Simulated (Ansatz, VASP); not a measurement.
# Two plane-wave programs on AlIn2B2As

```xyz
6
Lattice="4.2366 0.0070 0.0164 1.9397 5.1760 -0.0104 2.0871 -0.4206 5.3161" Properties=species:S:1:pos:R:3 pbc="T T T"
Al    7.2871    4.5496    4.4448
In    5.1669    0.8257    2.0261
In    3.1799    2.9342    0.0153
B     3.8836    0.9419    4.1946
B     3.1436   -0.2789    5.1321
As    2.9875    2.4061    2.9257
```

Change from the starting cell: the structure that the rattled cell fell into.

Alike in both runs: functional PBE; k mesh 8 × 6 × 6; occupations gaussian, width 0.1 eV; no spin polarisation.

Ansatz relaxed the structure, and its values are those at the end. VASP's run is a single point on that final structure, the one shown.

|  | VASP | Ansatz |
| --- | --- | --- |
| version | VASP 6.6.1 | Ansatz 0.2.0 |
| potentials or method | VASP PAW PBE potentials, release 64 (Al, In_d, B, As), cutoff 520 eV | scalar-relativistic, plane waves, PAW |
| valence electrons in the cell | 40 | 50 |

```csv
,VASP,Ansatz,Ansatz less VASP
gap on the k mesh at the Fermi level (eV),none,none,-
pressure (GPa),0.1,0.0,-0.04
rms of the force components (eV/Å),0.013,0.004,-0.0082
```

A gap of «none» marks a metal or a gap that the smearing closes. The functional is the same, so the differences come from potentials, cutoffs and numerics. VASP's potentials hold 40 valence electrons a cell and Ansatz's 50, so a difference there can come from the potentials and not from the codes.
